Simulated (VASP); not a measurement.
# Zn4HO4: relaxation of the atoms with LDA

The system is Zn4HO4, a slab with vacuum.

```xyz
9
Lattice="3.1873 0.0000 0.0000 -1.5937 2.7603 0.0000 0.0000 0.0000 23.6872" Properties=species:S:1:pos:R:3 pbc="T T T"
O     0.0000    1.8402    4.0000
O     1.5937    0.9201    6.5764
O     0.0000    1.8402    9.2382
O     1.5937    0.9201   11.8185
Zn    1.5937    0.9201    4.6265
Zn    0.0000    1.8402    7.2029
Zn    1.5937    0.9201    9.7167
Zn    0.0000    1.8402   12.1872
H     0.0000    1.8402   13.7272
```

| Item | Value |
| --- | --- |
| Program | VASP 6.6.1 |
| Task | relaxation of the atoms |
| Functional | LDA |
| Potentials or basis | VASP PAW LDA potentials, release 64 (O, Zn, H) |
| Cutoff | 520 eV |
| k mesh | 9 × 9 × 1 |
| Occupations | gaussian, width 0.05 eV |
| Spin | collinear spin |
| Starting moments | [0.0, 0.0, 0.0, 0.0, 0.0, 0.0, 0.0, 0.0, 1.0] μB |
| Dipole correction | yes |
| Atoms held fixed (from 0) | [0, 1, 2, 3, 4, 5, 6, 7] |
| Further INCAR settings | ALGO = Normal; EDIFF = 1e-07; NELMDL = -8; IBRION = 2; EDIFFG = -0.025; NSW = 36 |
| Atoms held along some axes (from 0) | atom 8 along a and b |

| Quantity | Value |
| --- | --- |
| Energy gained by relaxing | 7.5 meV/atom |
| Ionic steps | 4 |
| Net moment | 0.63 μB per cell |
| Site moments | O -0.00, +0.00, +0.07 (each value once); Zn -0.00, +0.00, +0.01, +0.11; H +0.19 μB |
| Valence electrons inside the program's atomic spheres | O 4.90, 5.00, 5.01 (each value once); Zn 10.89, 10.91, 10.97, 11.04; H 0.44 |

The path:
```csv
step,energy change (eV),largest force on free atoms (eV/Å),pressure (GPa)
1,0.0000,1.1010,1.05
2,-0.0442,0.5855,0.79
3,-0.0669,0.0521,0.43
4,-0.0671,0.0106,0.46
```

Final structure:
```
CELL_PARAMETERS angstrom
3.18733 0.00000 0.00000
-1.59367 2.76031 0.00000
0.00000 0.00000 23.68718
ATOMIC_POSITIONS crystal
O 0.33333 0.66667 0.16887
O 0.66667 0.33333 0.27764
O 0.33333 0.66667 0.39001
O 0.66667 0.33333 0.49894
Zn 0.66667 0.33333 0.19532
Zn 0.33333 0.66667 0.30408
Zn 0.66667 0.33333 0.41021
Zn 0.33333 0.66667 0.51451
H 0.33333 0.66667 0.58540
```

Levels at points of the mesh, in eV from the Fermi level:
Spin up:
| k point | band 33 | band 34 | band 35 | band 36 | band 37 | band 38 | band 39 | band 40 | band 41 | band 42 |
| --- | --- | --- | --- | --- | --- | --- | --- | --- | --- | --- |
| (0.00, 0.00, 0.00) | -0.83 | -0.83 | -0.40 | 0.44 | 0.44 | 1.10 | 2.63 | 3.72 | 4.90 | 6.06 |
Spin down:
```
           k point  band 33  band 34  band 35  band 36  band 37  band 38  band 39  band 40
(0.00, 0.00, 0.00)    -0.82    -0.82    -0.27     0.44     0.44     1.21     2.73     3.81
```

Run time: 3.4 min on 4 MPI ranks on Intel(R) Xeon(R) 6975P-C (Granite Rapids), on a shared host, peak memory 0.38 GiB a rank.

Caveat: a moment this small can come from the mesh or the smearing.
